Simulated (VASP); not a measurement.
AlH6, 7 atoms in the cell. It takes space group Fm-3m (No. 225, cubic). Conventional cell: a = 6.385 Å, b = 6.385 Å, c = 6.385 Å, α = 90.00°, β = 90.00°, γ = 90.00°. Within 3.0 Å of Al (site symmetry m-3m) lie 12 H at 2.26 Å. H (site symmetry mmm) has 2 Al at 2.26 Å and 8 H at 2.26 Å within 3.0 Å. 

- Program: VASP 6.6.1
- Task: single point
- Functional: PBE
- Potentials or basis: VASP PAW PBE potentials, release 64 (Al, H)
- Cutoff: 520 eV
- k mesh: 6 × 6 × 6
- Occupations: gaussian, width 0.1 eV
- Spin: no spin polarisation
- Dipole correction: no
- Further INCAR settings: ALGO = Normal; EDIFF = 1e-06; NBANDS = 14

Potentials or basis: VASP PAW PBE potentials, release 64 (Al, H).

Command:

```sh
$ cat potpaw_PBE.64/Al/POTCAR potpaw_PBE.64/H/POTCAR > POTCAR
$ mpirun -np 1 vasp_std > vasp.out
```

Hardware: 1 thread of AMD EPYC 7R13 Processor (Zen 3), with other jobs on the host.

Task: Estimate the wall time of this run.

Result: It took 24 s on 1 thread of AMD EPYC 7R13 Processor (Zen 3) (shared host), peak memory 0.16 GiB. Counts: scf iterations 12, k points 16.
